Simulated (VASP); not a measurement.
Crystal: SnSe2.

```xyz
3
Lattice="3.8569 0.0000 0.0000 -1.9284 3.3402 0.0000 0.0000 0.0000 6.2097" Properties=species:S:1:pos:R:3 pbc="T T T"
Sn    0.0000    0.0000    0.0000
Se    0.0000    2.2268    1.6023
Se    1.9284    1.1134    4.6074
```

This cell differs from its parent crystal: volume scaled by 1.03.

```yaml
Program: VASP 6.6.1
Task: relaxation of shape and atoms at fixed volume
Functional: PBEsol
Potentials_or_basis: VASP PAW PBE potentials, release 64 (Sn_d, Se)
Cutoff: 600 eV
k_mesh: 12 × 12 × 6
Occupations: gaussian, width 0.02 eV
Spin: no spin polarisation
```

At the start: pressure -1.8 GPa; volume 26.67 Å³/atom.

**Question.** How do energy, volume and symmetry change on relaxing?

**Answer.** Over 5 steps the energy falls by 3.3 meV/atom; space group P-3m1 (No. 164, to 0.05 Å).

Step by step:
```tsv
step	energy change (eV)	largest force (eV/Å)	pressure (GPa)	volume (Å³)
1	0.0000	0.2228	-1.77	80.00
2	-0.0039	0.1319	-1.43	80.00
3	-0.0060	0.0004	-0.95	80.00
4	-0.0084	0.0014	-0.74	80.00
5	-0.0098	0.0042	-0.45	80.00
```

Final structure:
```cif
data_structure
_symmetry_space_group_name_H-M 'P 1'
_symmetry_Int_Tables_number 1
_cell_length_a 3.8263
_cell_length_b 3.8263
_cell_length_c 6.3092
_cell_angle_alpha 90.000
_cell_angle_beta 90.000
_cell_angle_gamma 120.000
_cell_volume 80.00
loop_
_atom_site_label
_atom_site_type_symbol
_atom_site_fract_x
_atom_site_fract_y
_atom_site_fract_z
_atom_site_occupancy
Sn1 Sn 0.00000 0.00000 0.00000 1
Se1 Se 0.33333 0.66667 0.25162 1
Se2 Se 0.66667 0.33333 0.74838 1
```

Caveat: the cell differs from its parent crystal (volume scaled by 1.03); the PAW data sets were made with another functional, which shifts forces and pressure a little; this functional lacks dispersion, which binds the layers, so the pressure and a relaxed spacing across them are unreliable.
